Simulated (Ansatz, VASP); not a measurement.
La: VASP beside Ansatz

```xyz
2
Lattice="3.7500 0.0000 0.0000 -1.8750 3.2476 0.0000 0.0000 0.0000 6.0700" Properties=species:S:1:pos:R:3 pbc="T T T"
La    0.0000    2.1651    1.5175
La    1.8750    1.0825    4.5525
```

Alike in both runs: task single point; functional PBE; k mesh 11 × 11 × 6; occupations gaussian, width 0.2 eV; no spin polarisation.

|  | VASP | Ansatz |
| --- | --- | --- |
| version | VASP 6.6.1 | Ansatz 0.2.0 |
| potentials or method | VASP PAW PBE potentials, release 64 (La), cutoff 520 eV | all-electron LAPW, scalar-relativistic |

```tsv
	VASP	Ansatz	Ansatz less VASP
pressure (GPa)	0.6	0.5	-0.06
traceless stress, the component that is largest in VASP (GPa)	-0.09	-0.09	0.000
```

Ansatz ran all-electron here, and VASP with PAW potentials.

Spin-orbit coupling is off throughout.
